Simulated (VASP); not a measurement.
# N in VASP: further runs

Runs on N. Level: PBEsol. Tasks: single point.

All numbers are computed with VASP 6.6.1; they aren't measurements. Logs are shortened: lines on timing, memory, paths and dates and some standing lists are left out, and cuts for length are marked.

### 1 The cell of the first run

The structure is hexagonal, space group P6_3/mmc (No. 194). Conventional cell: a = 4.167 Å, b = 4.167 Å, c = 7.006 Å, α = 90.00°, β = 90.00°, γ = 120.00°. N (site symmetry 3m) has 1 N at 1.11 Å within 1.5 Å.

### 2 Single point, PBEsol

The input, INCAR:

```
SYSTEM = N
PREC = Accurate
ENCUT = 520
EDIFF = 1E-6
ISMEAR = 0
SIGMA = 0.01
LREAL = .False.
LASPH = .True.
NELM = 100
ALGO = Normal
ISIF = 2
LWAVE = .False.
LCHARG = .False.
GGA = PS
NBANDS = 18
```

The input, KPOINTS:

```
Automatic mesh
0
Gamma
  7 7 4
  0 0 0.5
```

The input, POSCAR:

```
N
1.0
    4.1672328100      0.0000000000      0.0000000000
   -2.0836164100      3.6089294800      0.0000000000
    0.0000000000      0.0000000000      7.0060035100
N
4
Direct
    0.3333333333      0.6666666667      0.3289300400
    0.3333333333      0.6666666667      0.1710699600
    0.6666666667      0.3333333333      0.8289300400
    0.6666666667      0.3333333333      0.6710699600
```

Potentials or basis: VASP PAW PBE potentials, release 64 (N).

Started as:

```console
$ cat potpaw_PBE.64/N/POTCAR > POTCAR
$ mpirun -np 1 vasp_std > vasp.out
```

OUTCAR:

```text
SYSTEM = N
   PREC = Accurate
   ENCUT = 520
   EDIFF = 1E-6
   ISMEAR = 0
   LREAL = .False.
   LASPH = .True.
   NELM = 100
   ISIF = 2
   GGA = PS

 ion  position               nearest neighbor table
   1  0.333  0.667  0.329-   2 1.11
   2  0.333  0.667  0.171-   1 1.11
   3  0.667  0.333  0.829-   4 1.11
   4  0.667  0.333  0.671-   3 1.11

  LATTYP: Found a hexagonal cell.
 ALAT       =     4.1672328100
 C/A-ratio  =     1.6812124087

  Lattice vectors:

 A1 = (   4.1672328100,   0.0000000000,   0.0000000000)
 A2 = (  -2.0836164100,   3.6089294800,   0.0000000000)
 A3 = (   0.0000000000,   0.0000000000,   7.0060035100)

Analysis of symmetry for initial positions (statically):
=====================================================================
 Subroutine PRICEL returns:
 Original cell was already a primitive cell.

 Routine SETGRP: Setting up the symmetry group for a
 hexagonal supercell.

 Subroutine GETGRP returns: Found 24 space group operations
 (whereof 12 operations were pure point group operations)
 out of a pool of 24 trial point group operations.

The static configuration has the point symmetry D_3d.
 The point group associated with its full space group is D_6h.

Analysis of symmetry for dynamics (positions and initial velocities):
=====================================================================
 Subroutine PRICEL returns:
 Original cell was already a primitive cell.

 Routine SETGRP: Setting up the symmetry group for a
 hexagonal supercell.

 Subroutine GETGRP returns: Found 24 space group operations
 (whereof 12 operations were pure point group operations)
 out of a pool of 24 trial point group operations.

The dynamic configuration has the point symmetry D_3d.
 The point group associated with its full space group is D_6h.

 Subroutine INISYM returns: Found 24 space group operations
 (whereof 12 operations are pure point group operations),
 and found     1 'primitive' translations

----------------------------------------------------------------------------------------

                                     Primitive cell

[... 80 lines left out ...]
   LNONCOLLINEAR =      F non collinear calculations
   LSORBIT =      F    spin-orbit coupling
   LASPH  =      T    aspherical Exc in radial PAW
   ENCUT  =  520.0 eV  38.22 Ry    6.18 a.u.   7.75  7.75 13.03*2*pi/ulx,y,z
   NELM   =    100;   NELMIN=  2; NELMDL= -5     # of ELM steps
   EDIFF  = 0.1E-05   stopping-criterion for ELM
   LREAL  =      F    real-space projection
   EDIFFG = 0.1E-04   stopping-criterion for IOM
   NSW    =      0    number of steps for IOM
   IBRION =     -1    ionic relax: 0-MD 1-quasi-New 2-CG
   NFREE  =      0    steps in history (QN), initial steepest desc. (CG)
   ISIF   =      2    stress and relaxation
   ISYM   =      2    0-nonsym 1-usesym 2-fastsym
   POTIM  = 0.5000    time-step for ionic-motion
   TEBEG  =    0.0;   TEEND  =   0.0 temperature during run
   PSTRESS=    0.0 pullay stress
   NELECT =      20.0000    total number of electrons
   NUPDOWN=      -1.0000    fix difference up-down
   EMIN   =  10.00;   EMAX   =-10.00  energy-range for DOS
   EFERMI =   0.00;   METHOD = LEGACY
   ISMEAR =     0;   SIGMA  =   0.01  broadening in eV -4-tet -1-fermi 0-gaus
   EFERMI_NEDOS =   21; number of points for ismear=-14 and -15
   IALGO  =     38    algorithm
   IMIX   =      4    mixing-type and parameters
     AMIX     =   0.40;   BMIX     =  1.00
     AMIX_MAG =   1.60;   BMIX_MAG =  1.00
  volume/ion in A,a.u.               =      26.34       177.76
  Fermi-wavevector in a.u.,A,eV,Ry     =   0.940848  1.777944 12.043801  0.885194
  Thomas-Fermi vector in A             =   2.068300
   LORBIT       =      0    0 simple, 1 ext, 2 COOP (PROOUT), +10 PAW based schemes
   GGA     = PS    functional components
   LHFCALC =     F    Hartree Fock is set to
   AEXX    =    0.0000 exact exchange contribution
   IVDW    =     0    specifies the selected vdW correction
   LEPSILON=     F    determine dielectric tensor
   LRPA    =     F    only Hartree local field effects (RPA)
 non-spin polarized calculation
 Gauss-broadening in eV      SIGMA  =   0.01
  energy-cutoff  :      520.00
  volume of cell :      105.37
 maximum number of plane-waves:      2864
 NGX is ok and might be reduce to    32
   NGX = 15   NGY = 15   NGZ = 27

 number of electron      20.0000001 magnetization

 Free energy of the ion-electron system (eV)
  ---------------------------------------------------
  ext. energy  EPLUGINS =         0.00000000
  ---------------------------------------------------
  free energy    TOTEN  =       -34.13060841 eV

  energy without entropy =      -34.13060841  energy(sigma->0) =      -34.13060841

 E-fermi :  -6.6468     XC(G=0):  -5.8128

 val. band max:       -6.7315499293   @ k =   0.0000   0.0000   0.1250
 cond. band min:       0.3418835445   @ k =   0.2857   0.2857   0.1250
 fundamental gap:      7.0734334738
 Fermi energy:        -6.6468221982

 k-point     1 :       0.0000    0.0000    0.1250
  band No.  band energies     occupation
      1     -25.2638      2.00000
      2     -25.2410      2.00000
      3     -10.7943      2.00000
      4     -10.1152      2.00000
      5      -8.5334      2.00000
      6      -8.5334      2.00000
[... 313 lines left out ...]
      5      -8.7240      2.00000
      6      -8.6801      2.00000
[... 10 lines left out ...]
     17       6.2051      0.00000
     18       6.5773      0.00000

------------------------ aborting loop because EDIFF is reached ----------------------------------------

  FORCE on cell =-STRESS in cart. coord.  units (eV):
  Direction    XX          YY          ZZ          XY          YZ          ZX
  --------------------------------------------------------------------------------------
  -------------------------------------------------------------------------------------
  Total        0.0074979      0.0074979      1.9468059     -0.0000000      0.0000000      0.0000000
  in kB        0.1140129      0.1140129     29.6030681     -0.0000000      0.0000000      0.0000000
  external PRESSURE =       9.9436980 kB  Pullay stress =       0.0000000 kB

 VOLUME and BASIS-vectors are now :
 -----------------------------------------------------------------------------
  energy-cutoff  :      520.00
  volume of cell :      105.37
      direct lattice vectors                 reciprocal lattice vectors
     4.167232810  0.000000000  0.000000000     0.239967395  0.138545240  0.000000000
    -2.083616410  3.608929480  0.000000000     0.000000000  0.277090479  0.000000000
     0.000000000  0.000000000  7.006003510     0.000000000  0.000000000  0.142734727

 POSITION                                       TOTAL-FORCE (eV/Angst)
 -----------------------------------------------------------------------------------
     -0.00000      2.40595      2.30449        -0.000000     -0.000000      0.892510
     -0.00000      2.40595      1.19852        -0.000000     -0.000000     -0.892510
      2.08362      1.20298      5.80749         0.000000      0.000000      0.892510
      2.08362      1.20298      4.70152         0.000000      0.000000     -0.892510
 -----------------------------------------------------------------------------------
    total drift:                               -0.000000      0.000000      0.000000

  FREE ENERGIE OF THE ION-ELECTRON SYSTEM (eV)
  ---------------------------------------------------
  free  energy   TOTEN  =       -34.1306084113 eV

  energy  without entropy=      -34.1306084113  energy(sigma->0) =      -34.13060841
```

Run time: 27 s. Hardware: 1 thread of Intel Xeon 8259CL, shared host; peak memory 0.21 GiB.

Results:

```yaml
Free_energy: -34.1306 eV
Pressure: 1.0 GPa
Largest_force: 0.893 eV/Å
Band_gap_on_the_k_mesh: 7.07 eV (least direct gap 7.33 eV)
```

Forces in eV/Å, atoms in the order of the input:
```
N    0.000  0.000  0.893
N    0.000  0.000 -0.893
N    0.000  0.000  0.893
N    0.000  0.000 -0.893
```

Levels at points of the mesh, in eV from the valence-band top:
```tsv
k point	band 7	band 8	band 9	band 10	band 11	band 12	band 13	band 14
(0.00, 0.00, 0.12)	-1.71	-1.71	-1.01	0.00	7.74	7.74	8.18	8.18
```

Caveat: the standard files for N, O and F lose accuracy on very short bonds; this functional lacks dispersion, which holds the molecules together, so the pressure and a relaxed volume are unreliable; the PAW data sets were made with another functional, which shifts forces and pressure a little; a shifted mesh leaves out Γ, where band edges can lie.

### 3 Single point, PBEsol

The input, INCAR:

```
PREC = Accurate
ENCUT = 520
EDIFF = 1E-6
ISMEAR = 0
SIGMA = 0.01
LREAL = F
LASPH = T
NELM = 100
ALGO = Normal
ISIF = 2
LWAVE = F
LCHARG = F
GGA = PS
NBANDS = 18
```

KPOINTS is that of step 2.

POSCAR: that of step 2 with these lines changed.

```diff
@@ -9,3 +9,3 @@
     0.3333333333      0.6666666667      0.3289300400
-    0.3333333333      0.6666666667      0.1710699600
+    0.3264060713      0.6528121427      0.1710699600
     0.6666666667      0.3333333333      0.8289300400
```

Potentials or basis: VASP PAW PBE potentials, release 64 (N).

Started as:

```console
$ cat potpaw_PBE.64/N/POTCAR > POTCAR
$ mpirun -np 1 vasp_std > vasp.out
```

Run time: 69 s. Hardware: 1 thread of Intel Xeon 8259CL, shared host; peak memory 0.25 GiB.

It converged, with:

| Quantity | Value |
| --- | --- |
| Free energy | -34.1314 eV |
| Pressure | 0.9 GPa |
| Largest force | 0.894 eV/Å |
| Band gap on the k mesh | 7.07 eV (least direct gap 7.31 eV) |

Forces in eV/Å, atoms in the order of the input:
```
N    0.000  0.032  0.713
N    0.000 -0.029 -0.713
N    0.000 -0.006  0.893
N    0.000  0.003 -0.894
```

Stress tensor (GPa, compression positive):
```
0.02 0.00 0.00
0.00 0.00 0.07
0.00 0.07 2.66
```

Levels at points of the mesh, in eV from the valence-band top:
```csv
k point,band 6,band 7,band 8,band 9,band 10,band 11,band 12,band 13,band 14,band 15
"(0.00, 0.00, 0.12)",-1.80,-1.71,-1.70,-1.01,0.00,7.73,7.74,8.15,8.18,10.08
```

Caveat: the standard files for N, O and F lose accuracy on very short bonds; this functional lacks dispersion, which holds the molecules together, so the pressure and a relaxed volume are unreliable; the PAW data sets were made with another functional, which shifts forces and pressure a little; a shifted mesh leaves out Γ, where band edges can lie. A k mesh can miss the band edges.
